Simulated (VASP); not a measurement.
A run of VASP 6.6.1 is set up as follows.

The input INCAR:

```
  PREC = Accurate
  ENCUT = 520
  EDIFF = 1E-6
  ISMEAR = 0
  SIGMA = 0.02
  LREAL = False
  LASPH = True
  NELM = 60
  ALGO = Normal
  ISIF = 2
  LWAVE = False
  LCHARG = True
  GGA = CA
  LELF = True
  LVHAR = True
  NBANDS = 42
```

KPOINTS

```
Automatic mesh
0
Gamma
  6 6 6
```

POSCAR

```
ZnIn2Cl4
1.0
   -3.7232842939      3.7232842939      4.0981990290
    3.7232842939     -3.7232842939      4.0981990290
    3.7232842939      3.7232842939     -4.0981990290
Zn In Cl
1 2 4
Direct
    0.0000000000      0.0000000000      0.0000000000
    0.7500000000      0.2500000000      0.5000000000
    0.2500000000      0.7500000000      0.5000000000
    0.2240224749      0.2240224749      0.4480449498
    0.2240224749      0.7759775251      0.0000000000
    0.7759775251      0.7759775251      0.5519550502
    0.7759775251      0.2240224749      0.0000000000
```

Potentials or basis: VASP PAW LDA potentials, release 64 (Zn, In_d, Cl).

Run with:

```console
$ cat potpaw_LDA.64/Zn/POTCAR potpaw_LDA.64/In_d/POTCAR potpaw_LDA.64/Cl/POTCAR > POTCAR
$ mpirun -np 1 vasp_std > vasp.out
```

Predict the pressure.

-3.1 GPa.

What does it give for the band gap on the k mesh?

2.09 eV, direct.

Estimate the largest force.

0.356 eV/Å.

Forces on the atoms (eV/Å):
```
Zn   0.000  0.000  0.000
In   0.000  0.000  0.000
In   0.000  0.000  0.000
Cl  -0.251 -0.251  0.000
Cl   0.251 -0.251  0.000
Cl   0.251  0.251  0.000
Cl  -0.251  0.251  0.000
```

Caveat: spin-orbit coupling is left out, which moves the levels of the heavy elements. A k mesh can miss the band edges.
